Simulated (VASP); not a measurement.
Wanted: the native input for a VASP 6.6.1 run.

```yaml
Task: single point
Functional: PBEsol
Potentials_or_basis: VASP PAW PBE potentials, release 64 (In_d, Sb)
Cutoff: 520 eV
k_mesh: 14 × 14 × 14
Occupations: gaussian, width 0.15 eV
Spin: no spin polarisation
Dipole_correction: no
Further_INCAR_settings: ALGO = Normal; EDIFF = 1e-06; NBANDS = 16
```

The structure of InSb lies in POSCAR:

```
InSb
1.0
    0.0000000000      3.1786377497      2.6497124281
    3.1786377497      0.0000000000      2.6497124281
    3.1786377497      3.1786377497      0.0000000000
In Sb
1 1
Direct
    0.0000000000      0.0000000000      0.0000000000
    0.5000000000      0.5000000000      0.5000000000
```

The input as run:

INCAR

```
PREC = Accurate
ENCUT = 520
EDIFF = 1E-6
ISMEAR = 0
SIGMA = 0.15
LREAL = F
LASPH = T
NELM = 80
ALGO = Normal
ISIF = 2
LWAVE = F
LCHARG = F
GGA = PS
NBANDS = 16
```

KPOINTS

```
regular mesh
0
Gamma
  14 14 14
```

Potentials or basis: VASP PAW PBE potentials, release 64 (In_d, Sb).

Launch:

```console
$ cat potpaw_PBE.64/In_d/POTCAR potpaw_PBE.64/Sb/POTCAR > POTCAR
$ mpirun -np 1 vasp_std > vasp.out
```

It gave:

The pressure is 6.6 GPa and the band gap on the k mesh is zero (bands 9 and 10 overlap by 3.60 eV).

Caveat: the stress differs along the axes, from -3 to 25 GPa; the PAW data sets were made with another functional, which shifts forces and pressure a little; spin-orbit coupling is left out, which moves the levels of the heavy elements.

It took 61 s on 1 thread of Intel(R) Xeon(R) 6975P-C (Granite Rapids) (shared host), peak memory 0.35 GiB.
